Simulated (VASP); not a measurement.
A run of VASP 6.6.1 is set up as follows.

INCAR

```
PREC = Accurate ; ENCUT = 520
EDIFF = 1E-6 ; ISMEAR = -1
SIGMA = 0.06122561905347299 ; LREAL = False
LASPH = True ; NELM = 100
ALGO = Normal ; ISIF = 2
LWAVE = False ; LCHARG = True
GGA = PE ; LELF = True
LVHAR = True ; NBANDS = 14
```

The input KPOINTS:

```
Automatic mesh
0
Gamma
  17 17 17
```

File POSCAR:

```
Rh
1.0
    0.0000000000      1.8895584406      1.8895584406
    1.8895584406      0.0000000000      1.8895584406
    1.8895584406      1.8895584406      0.0000000000
Rh
1
Direct
    0.0000000000      0.0000000000      0.0000000000
```

Potentials or basis: VASP PAW PBE potentials, release 64 (Rh_pv).

Command:

```sh
$ cat potpaw_PBE.64/Rh_pv/POTCAR > POTCAR
$ mpirun -np 1 vasp_std > vasp.out
```

What does it give for the pressure?

11.7 GPa.
